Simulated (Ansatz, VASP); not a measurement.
## GaN: VASP beside Ansatz

The input INCAR:

```
PREC = Accurate
ENCUT = 520
EDIFF = 1E-8
ISMEAR = -1
SIGMA = 0.02
LREAL = False
LASPH = True
NELM = 120
ALGO = Normal
ISIF = 2
LWAVE = False
LCHARG = False
GGA = PE
LEFG = True
NBANDS = 16
GGA_COMPAT = False
```

Contents of KPOINTS:

```
Automatic mesh
0
Gamma
  13 13 13
```

The input POSCAR:

```
GaN
1.0
    0.0000000000      1.9655710232      1.9655710232
    1.9655710232      0.0000000000      1.9655710232
    1.9655710232      1.9655710232      0.0000000000
Ga N
1 1
Direct
    0.5000000000      0.5000000000      0.5000000000
    0.0000000000      0.0000000000      0.0000000000
```

Input for Ansatz:

```yaml
crystal:
  lattice:
    - [0.0, 1.9655710232, 1.9655710232]
    - [1.9655710232, 0.0, 1.9655710232]
    - [1.9655710232, 1.9655710232, 0.0]
  atoms:
    - { symbol: Ga, position: [0.5, 0.5, 0.5] }
    - { symbol: "N", position: [0.0, 0.0, 0.0] }
kpoints:
  mp_grid: { grid: [13, 13, 13] }
scf:
  occupations: { method: fermi_dirac, width: 0.02 }
hamiltonian:
  xc: pbe
  pseudopotentials: { kind: all_electron, datasets: crystal }
output:
  forces: true
  stress: true
  eigenvalues: true
  efg: { contact_densities: true }
```

Change from the starting cell: volume scaled by 0.96, crystal datasets.

Alike in both runs: task electric field gradients; functional PBE; k mesh 13 × 13 × 13; occupations fermi-dirac, width 0.02 eV; no spin polarisation.

```csv
,VASP,Ansatz
version,VASP 6.6.1,Ansatz 0.2.0
potentials or method,"VASP PAW PBE potentials, release 64 (Ga_d, N), cutoff 520 eV","all-electron PAW with datasets made for the crystal, scalar-relativistic"
```

Ansatz gave:

| Item | Value |
| --- | --- |
| gap on the k mesh at the Fermi level (eV) | 2.24 |
| pressure (GPa) | 90.6 |

Task: What did VASP give for the same quantities?

Result: gap on the k mesh at the Fermi level (eV): 2.22; pressure (GPa): 91.9.

Both programs put the cell under a high pressure, so it lies far from rest at this level. Ansatz ran all-electron here, and VASP with PAW potentials.

Noted on VASP's run: the cell as given lies far from equilibrium.
